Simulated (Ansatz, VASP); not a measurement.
## Hf2ZrGe3: VASP beside Ansatz

```
Zr Hf Ge
1.0
     5.68277   -5.06299    0.00000
     5.68277    5.06299    0.00000
     0.00000    0.00000    3.88778
Zr Hf Ge
2 4 6
Direct
  0.14238 0.85762 0.25000
  0.85762 0.14238 0.75000
  0.52457 0.80852 0.75000
  0.80852 0.52457 0.25000
  0.47543 0.19148 0.25000
  0.19148 0.47543 0.75000
  0.74255 0.92183 0.25000
  0.92183 0.74255 0.75000
  0.58953 0.41047 0.75000
  0.41047 0.58953 0.25000
  0.25745 0.07817 0.75000
  0.07817 0.25745 0.25000
```

Alike in both runs: functional PBE; k mesh 4 × 4 × 8; occupations gaussian, width 0.1 eV; no spin polarisation.

Ansatz relaxed the structure, and its values are those at the end. VASP's run is a single point on that final structure, the one shown.

|  | VASP | Ansatz |
| --- | --- | --- |
| version | VASP 6.6.1 | Ansatz 0.2.0 |
| potentials or method | VASP PAW PBE potentials, release 64 (Zr_sv, Hf_pv, Ge_d), cutoff 520 eV | scalar-relativistic, plane waves, PAW |
| valence electrons in the cell | 148 | 212 |

|  | VASP | Ansatz | Ansatz less VASP |
| --- | --- | --- | --- |
| gap on the k mesh at the Fermi level (eV) | none | none | - |
| pressure (GPa) | -0.2 | 0.0 | +0.17 |
| rms of the force components (eV/Å) | 0.011 | 0.001 | -0.0108 |

A gap of «none» marks a metal or a gap that the smearing closes. VASP's potentials hold 148 valence electrons a cell and Ansatz's 212, so a difference there can come from the potentials and not from the codes.

Neither program's run includes spin-orbit coupling.
